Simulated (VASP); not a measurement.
Crystal: SiC (Moissanite 6H).

```xyz
12
Lattice="3.0318 0.0000 0.0000 -1.5159 2.6256 0.0000 0.0000 0.0000 14.8603" Properties=species:S:1:pos:R:3 pbc="T T T"
Si    1.5159    0.8752    6.8105
Si    0.0000    1.7504   14.2406
Si    1.5159    0.8752   11.7649
Si    0.0000    1.7504    4.3348
Si    0.0000    0.0000    9.2877
Si    0.0000    0.0000    1.8575
C     1.5159    0.8752    4.9529
C     0.0000    1.7504   12.3831
C     1.5159    0.8752    9.9074
C     0.0000    1.7504    2.4772
C     0.0000    0.0000    7.4302
C     0.0000    0.0000    0.0000
```

Base run:

- Program: VASP 6.6.1
- Functional: PBEsol
- Potentials or basis: VASP PAW PBE potentials, release 64 (Si, C)
- Cutoff: 520 eV
- k mesh: 10 × 10 × 2
- Occupations: fermi-dirac, width 0.05 eV
- Spin: no spin polarisation

Its results: band gap on the k mesh 1.89 eV, indirect (least direct gap 3.01 eV); pressure 11.9 GPa; largest force 0.154 eV/Å.

The run is repeated on the same cell with these changes: functional from PBEsol to PBE exchange alone. What comes out?

Band gap on the k mesh 2.32 eV, indirect (least direct gap 3.42 eV); pressure 33.0 GPa; largest force 0.151 eV/Å.

Caveats: the PAW data sets were made with another functional, which shifts forces and pressure a little (some runs).

A k mesh can miss the band edges.
